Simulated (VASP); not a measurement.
Runs of VASP 6.6.1 on W. The structure is that of space group Fm-3m (No. 225), or close to it. The cells are those of the table. 

| task | level | potentials or basis | spin | U | cell | k mesh | cutoff (eV) | smearing | grid for exact exchange (PRECFOCK) | gap on the mesh (eV) | pressure (GPa) | moment (μB) |
| --- | --- | --- | --- | --- | --- | --- | --- | --- | --- | --- | --- | --- |
| single point | PBE | VASP PAW PBE potentials, release 64 (W_sv) | off | - | a = 2.871 Å, angles 60.0°, 1 atom | 11 × 11 × 11 | 520 | gaussian 0.017 eV | - | none | (b) | - |
| relaxation of cell and atoms | PBEsol | VASP PAW PBE potentials, release 64 (W_sv) | off | - | relaxed to 20 GPa from a = 2.871 Å, angles 60.0°, 1 atom | 11 × 11 × 11 | 600 | fermi-dirac 0.05 eV | - | none | 20.0 | - |
| single point | PBE | VASP PAW PBE potentials, release 64 (W_sv) | off | - | a = 2.871 Å, angles 60.0°, 1 atom | 11 × 11 × 11 | 520 | gaussian 0.019 eV | - | none | -4.5 | - |
| relaxation of cell and atoms | PBEsol | VASP PAW PBE potentials, release 64 (W_sv) | off | - | relaxed to 10 GPa from a = 2.871 Å, angles 60.0°, 1 atom | 11 × 11 × 11 | 600 | fermi-dirac 0.05 eV | - | none | 10.0 | - |
| single point | LDA+U | VASP PAW LDA potentials, release 64 (W_sv) | non-collinear, zero start, SOC | W d U = 8.0 eV | a = 2.927 Å, angles 60.0°, 1 atom | 11 × 11 × 11 | 520 | methfessel-paxton 0.01 eV | - | - | 2.6 | 0.00 |
| single point | r2SCAN | VASP PAW PBE potentials, release 64 (W_sv) | non-collinear, zero start, SOC | - | a = 2.871 Å, angles 60.0°, 1 atom | 8 × 8 × 8 | 520 | fermi-dirac 0.05 eV | - | - | -7.1 | 0.00 |
| single point | PBEsol | VASP PAW PBE potentials, release 64 (W_sv) | off | - | a = 2.822 Å, angles 60.0°, 1 atom | 11 × 11 × 11 | 520 | fermi-dirac 0.05 eV | - | none | 2.6 | - |
| single point | LDA | VASP PAW LDA potentials, release 64 (W_sv) | off | - | a = 2.832 Å, angles 60.0°, 1 atom | 11 × 11 × 11 | 520 | fermi-dirac 0.05 eV | - | none | -4.9 | - |
| single point | HF | VASP PAW PBE potentials, release 64 (W_sv) | off | - | a = 2.867 Å, angles 60.0°, 1 atom | 6 × 6 × 6 | 520 | fermi-dirac 0.05 eV | Normal | none | -2.2 | - |
| single point | PBEsol | VASP PAW PBE potentials, release 64 (W_sv) | off | - | a = 2.828 Å, angles 60.0°, 1 atom | 11 × 11 × 11 | 520 | fermi-dirac 0.05 eV | - | none | (a) | - |
| single point | PBE | VASP PAW PBE potentials, release 64 (W_sv) | off | - | a = 2.871 Å, angles 60.0°, 1 atom | 11 × 11 × 11 | 520 | gaussian 0.018 eV | - | none | -4.5 | - |

**Question.** Fill in the values left out.

**Answer.** (a) 0.6; (b) -4.6.

Caveats: some runs use coarse meshes; spin-orbit coupling is left out, which moves the levels of the heavy elements (some runs); the PAW data sets were made with another functional, which shifts forces and pressure a little (some runs); the cell is relaxed towards a set pressure, so the enthalpy falls and the energy may rise (some runs); the U is typed as a test and isn't derived for this compound (some runs).

A k mesh can miss the band edges, and rows without SOC leave out spin-orbit coupling on W.

A gap of «none» marks levels without a gap at the run's occupations.
